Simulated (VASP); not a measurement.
GaN:

```
CELL_PARAMETERS angstrom
3.18000 0.00000 0.00000
-1.59000 2.75396 0.00000
0.00000 0.00000 5.16600
ATOMIC_POSITIONS crystal
Ga 0.33333 0.66667 0.00000
Ga 0.66667 0.33333 0.50000
N 0.33333 0.66667 0.38500
N 0.66667 0.33333 0.88500
```

Base run:

```yaml
Program: VASP 6.6.1
Functional: r2SCAN
Potentials_or_basis: VASP PAW PBE potentials, release 64 (Ga_d, N)
Cutoff: 520 eV
k_mesh: 12 × 12 × 7
Occupations: fermi-dirac, width 0.01 eV
Spin: no spin polarisation
```

Its results: band gap on the k mesh 2.34 eV, direct; pressure 2.4 GPa; largest force 0.461 eV/Å.

Q: The run is repeated on the same cell with these changes: functional from r2SCAN to PBE. What comes out?

A: Band gap on the k mesh 1.94 eV, direct; pressure 7.5 GPa; largest force 0.438 eV/Å.

r2SCAN gives the wider gap, since meta-GGAs in the generalised Kohn-Sham scheme recover part of the derivative discontinuity.

Caveats: the PAW data sets were made with another functional, which shifts forces and pressure a little (some runs).

